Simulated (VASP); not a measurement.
Input of a VASP 6.6.1 run:

Contents of INCAR:

```
SYSTEM = TiAl3
ALGO = Fast ; EDIFF = 1E-6
ENCUT = 520 ; GGA = PS
ISIF = 2 ; ISMEAR = 0
LASPH = .True. ; LCHARG = .False.
LREAL = .False. ; LWAVE = .False.
NBANDS = 31 ; NELM = 100
PREC = Accurate ; SIGMA = 0.1
```

File KPOINTS:

```
k-points
0
Gamma
  8 8 8
  0 0 0
```

POSCAR

```
TiAl3
1.0
    1.9084438677      1.9084438677     -4.2727314680
    1.9084438677      1.9084438677      4.2727314680
    3.8173823918     -3.8173823918      0.0000000000
Ti Al
2 6
Direct
    0.0000000000      0.0000000000      0.0000000000
    0.5000000000      0.5000000000      0.5000000000
    0.5000000000      0.5000000000      0.0000000000
    0.0000000000      0.0000000000      0.5000000000
    0.0000000000      0.5000000000      0.7500000000
    0.5000000000      0.0000000000      0.2500000000
    0.0000000000      0.5000000000      0.2500000000
    0.5000000000      0.0000000000      0.7500000000
```

Potentials or basis: VASP PAW PBE potentials, release 64 (Ti_sv, Al).

Run with:

```bash
$ cat potpaw_PBE.64/Ti_sv/POTCAR potpaw_PBE.64/Al/POTCAR > POTCAR
$ mpirun -np 1 vasp_std > vasp.out
```

(1) Estimate the pressure.

(2) Estimate the band gap on the k mesh.

Results:

(1) 0.1 GPa.

(2) zero (band 21 reaches 8.84 eV, above the bottom of band 22 at 7.12 eV).

Caveat: the PAW data sets were made with another functional, which shifts forces and pressure a little.
